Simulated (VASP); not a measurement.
Crystal: Pt3Br.

```
CELL_PARAMETERS angstrom
-2.03770 2.03770 4.55174
2.03770 -2.03770 4.55174
2.03770 2.03770 -4.55174
ATOMIC_POSITIONS crystal
Pt 0.50000 0.50000 0.00000
Pt 0.25000 0.75000 0.50000
Pt 0.75000 0.25000 0.50000
Br 0.00000 0.00000 0.00000
```

| Item | Value |
| --- | --- |
| Program | VASP 6.6.1 |
| Task | relaxation of cell and atoms |
| Functional | PBE |
| Potentials or basis | VASP PAW PBE potentials, release 64 (Pt, Br) |
| Cutoff | 600 eV |
| k mesh | 6 × 6 × 6 |
| Occupations | gaussian, width 0.1 eV |
| Spin | no spin polarisation |

At the start: pressure -10.7 GPa; volume 18.90 Å³/atom.

**Question.** How do energy, volume and symmetry change on relaxing?

**Answer.** Over 23 steps the energy falls by 178.7 meV/atom and the volume is 17.05 Å³/atom (-9.8 %); space group I4/mmm (No. 139, to 0.1 Å) before, Fm-3m (No. 225, to 0.1 Å).

The path:
```tsv
step	energy change (eV)	largest force (eV/Å)	pressure (GPa)	volume (Å³)
1	0.0000	0.0000	-10.68	75.60
2	0.0668	0.0000	18.29	62.63
3	-0.2501	0.0000	-0.17	68.96
4	-0.2502	0.0000	0.14	68.83
5	-0.2689	0.0000	0.18	68.64
6	-0.3056	0.0000	1.08	67.99
7	-0.3667	0.0000	5.18	66.28
8	-0.2662	0.0000	23.00	61.15
9	-0.4521	0.0000	11.61	64.12
10	-0.4181	0.0000	16.66	62.72
11	-0.4195	0.0000	16.54	62.72
12	-0.4234	0.0000	16.52	62.72
13	-0.4307	0.0000	16.47	62.73
14	-0.4428	0.0000	16.40	62.74
15	-0.4571	0.0000	16.38	62.74
16	-0.4434	0.0000	16.87	62.61
17	-0.4552	0.0000	16.61	62.67
18	-0.4760	0.0000	15.85	62.88
19	-0.5326	0.0000	13.53	63.50
20	-0.6213	0.0000	9.30	64.75
21	-0.7095	0.0000	2.07	67.29
22	-0.7150	0.0000	0.18	68.07
23	-0.7150	0.0000	-0.06	68.18
```

Final structure:
```
Pt Br
1.0
    -2.29740    2.29740    3.22958
     2.29740   -2.29740    3.22958
     2.29740    2.29740   -3.22958
Pt Br
3 1
Direct
  0.50000 0.50000 0.00000
  0.25000 0.75000 0.50000
  0.75000 0.25000 0.50000
  0.00000 0.00000 0.00000
```

Caveat: an odd number of electrons without spin polarisation forces a metal; a magnetic or distorted state may lie lower.
